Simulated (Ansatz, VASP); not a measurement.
**Two plane-wave programs on Rh**

```
Rh
1.0
     2.67543    0.00000    0.00000
    -1.33772    2.31699    0.00000
     0.00000    0.00000   17.45428
Rh
8
Direct
  0.00000 0.00000 0.50000
  0.00000 0.00000 0.00000
  0.33333 0.66667 0.12500
  0.33333 0.66667 0.62500
  0.00000 0.00000 0.25000
  0.00000 0.00000 0.75000
  0.66667 0.33333 0.37500
  0.66667 0.33333 0.87500
```

Alike in both runs: task single point; functional PBEsol; k mesh 12 × 12 × 2; occupations gaussian, width 0.15 eV; no spin polarisation.

```csv
,VASP,Ansatz
version,VASP 6.6.1,Ansatz 0.2.0
potentials or method,"VASP PAW PBE potentials, release 64 (Rh_pv), cutoff 520 eV","scalar-relativistic, plane waves, PAW"
valence electrons in the cell,120,136
```

Ansatz gave:

| Item | Value |
| --- | --- |
| gap on the k mesh at the Fermi level (eV) | none |
| pressure (GPa) | 0.0 |
| traceless stress, the component that is largest in VASP (GPa) | 0.15 |

Question: Which values does VASP return?

Answer: gap on the k mesh at the Fermi level (eV): none; pressure (GPa): 0.0; traceless stress, the component that is largest in VASP (GPa): 0.19.

VASP's potentials were made for PBE, not for PBEsol. A gap of «none» marks a metal or a gap that the smearing closes. VASP's potentials hold 120 valence electrons a cell and Ansatz's 136, so a difference there can come from the potentials and not from the codes.
